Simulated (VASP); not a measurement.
Input of a VASP 6.6.1 run:

Contents of INCAR:

```
SYSTEM = SiNi2
PREC = Accurate ; ENCUT = 520
EDIFF = 1E-6 ; ISMEAR = 0
SIGMA = 0.15 ; LREAL = .FALSE.
LASPH = .TRUE. ; NELM = 100
ALGO = Fast ; ISIF = 2
LWAVE = .FALSE. ; LCHARG = .FALSE.
GGA = PS ; NBANDS = 33
```

KPOINTS

```
regular mesh
0
G
  12 12 10
  0 0 0
```

Contents of POSCAR:

```
SiNi2
1.0
    3.8684636248      0.0000000000      0.0000000000
   -1.9342318124      3.3501877727      0.0000000000
    0.0000000000      0.0000000000      4.9169852794
Si Ni
2 4
Direct
    0.3333333333      0.6666666667      0.7908079222
    0.6666666667      0.3333333333      0.2091920778
    0.0000000000      0.0000000000      0.0000000000
    0.0000000000      0.0000000000      0.5000000000
    0.3333333333      0.6666666667      0.2957597465
    0.6666666667      0.3333333333      0.7042402535
```

Potentials or basis: VASP PAW PBE potentials, release 64 (Si, Ni).

Launch:

```bash
$ cat potpaw_PBE.64/Si/POTCAR potpaw_PBE.64/Ni/POTCAR > POTCAR
$ mpirun -np 1 vasp_std > vasp.out
```

Predict the largest force.

0.649 eV/Å.

What does it give for the band gap on the k mesh?

Zero (bands 24 and 25 overlap by 3.39 eV).

Estimate the pressure.

-0.4 GPa.

Forces in eV/Å, atoms in the order of the input:
```
Si   0.000  0.000 -0.350
Si   0.000  0.000  0.350
Ni   0.000  0.000  0.000
Ni   0.000  0.000  0.000
Ni   0.000  0.000 -0.649
Ni   0.000  0.000  0.649
```

Caveat: the cell differs from its parent crystal (atoms displaced along a vibrational mode); the PAW data sets were made with another functional, which shifts forces and pressure a little. Spin polarisation is off, so any magnetic state and its effect on volume and gap are missing.
